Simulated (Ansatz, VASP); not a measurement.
**NbGaSe3 in VASP and in Ansatz**

```
Nb Ga Se
1.0
     4.87613    0.00000    0.00000
     0.00000    4.87613    0.00000
     0.00000    0.00000    4.87613
Nb Ga Se
1 1 3
Direct
  0.00000 0.00000 0.00000
  0.50000 0.50000 0.50000
  0.00000 0.50000 0.50000
  0.50000 0.00000 0.50000
  0.50000 0.50000 0.00000
```

Change from the starting cell: species swapped into the KCuCl3 type (Pm-3m, No. 221).

Alike in both runs: functional PBE; k mesh 8 × 8 × 8; occupations gaussian, width 0.1 eV; collinear spin.

Ansatz relaxed the structure, and its values are those at the end. VASP's run is a single point on that final structure, the one shown.

|  | VASP | Ansatz |
| --- | --- | --- |
| version | VASP 6.6.1 | Ansatz 0.2.0 |
| potentials or method | VASP PAW PBE potentials, release 64 (Nb_sv, Ga_d, Se), cutoff 520 eV | scalar-relativistic, plane waves, PAW |
| valence electrons in the cell | 44 | 74 |

VASP gave:

| Item | Value |
| --- | --- |
| gap on the k mesh at the Fermi level (eV) | none |
| pressure (GPa) | 0.1 |
| net moment per atom (μB) | 0.38 |
| size of the moment on the site where the two differ most (μB) | 1.97 |

Q: Estimate Ansatz's values.

A: gap on the k mesh at the Fermi level (eV): none; pressure (GPa): 0.0; net moment per atom (μB): 0.38; size of the moment on the site where the two differ most (μB): 2.31.

Site moments also hang on the region over which each program counts them. A gap of «none» marks a metal or a gap that the smearing closes. The functional is the same, so the differences come from potentials, cutoffs and numerics. VASP's potentials hold 44 valence electrons a cell and Ansatz's 74, so a difference there can come from the potentials and not from the codes.
